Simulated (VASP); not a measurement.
A run of VASP 6.6.1 is set up as follows.

POSCAR

```
PbS
1.0
    4.2269190000      0.0000000000      0.0000000000
    2.1150546290      3.6596978221      0.0000000000
    2.1150546290      1.2205129305      3.4501791744
Pb S
1 1
Direct
    0.9805700000      0.9805700000      0.9805700000
    0.4750400000      0.4750400000      0.4750400000
```

Contents of INCAR.step1:

```
SYSTEM = PbS
PREC     = Accurate       ! precision mode
ENCUT    = 520            ! plane-wave cutoff, eV
ISMEAR   = 0              ! smearing method
SIGMA    = 0.01           ! smearing width, eV
LREAL    = .FALSE.        ! projectors in reciprocal space
LASPH    = .TRUE.         ! aspherical terms in the spheres
NELM     = 60             ! most SCF steps
NBANDS   = 17             ! bands
GGA      = PE             ! functional
ALGO     = Normal         ! electronic algorithm
EDIFF    = 1E-4           ! SCF threshold, eV
LWAVE    = .TRUE.         ! write WAVECAR
LCHARG   = .FALSE.        ! write CHGCAR
```

The input INCAR.step2:

```
SYSTEM = PbS
PREC     = Accurate       ! precision mode
ENCUT    = 520            ! plane-wave cutoff, eV
EDIFF    = 1E-7           ! SCF threshold, eV
ISMEAR   = 0              ! smearing method
SIGMA    = 0.01           ! smearing width, eV
LREAL    = .FALSE.        ! projectors in reciprocal space
LASPH    = .TRUE.         ! aspherical terms in the spheres
NELM     = 60             ! most SCF steps
ALGO     = Normal         ! electronic algorithm
ISIF     = 2              ! what is computed and relaxed
LWAVE    = .FALSE.        ! write WAVECAR
LCHARG   = .FALSE.        ! write CHGCAR
METAGGA  = R2SCAN         ! meta-GGA
LMIXTAU  = .TRUE.       
NBANDS   = 17             ! bands
ISTART   = 1
```

Contents of KPOINTS:

```
Automatic mesh
0
G
  6 6 6
  0 0 0
```

Potentials or basis: VASP PAW PBE potentials, release 64 (Pb_d, S).

Run with:

```bash
$ cat potpaw_PBE.64/Pb_d/POTCAR potpaw_PBE.64/S/POTCAR > POTCAR
$ cp INCAR.step1 INCAR
$ mpirun -np 1 vasp_std > vasp.out
$ cp INCAR.step2 INCAR
$ mpirun -np 1 vasp_std > vasp.out
```

Question: Estimate the largest force.

Answer: 0.008 eV/Å.

Question: Predict the pressure.

Answer: -0.1 GPa.

Question: Predict the band gap on the k mesh.

Answer: 0.72 eV.

Forces on the atoms (eV/Å):
```
Pb  -0.006 -0.004 -0.003
S    0.006  0.004  0.003
```

Caveat: the PAW data sets were made with another functional, which shifts forces and pressure a little; spin-orbit coupling is left out, which moves the levels of the heavy elements. A k mesh can miss the band edges.
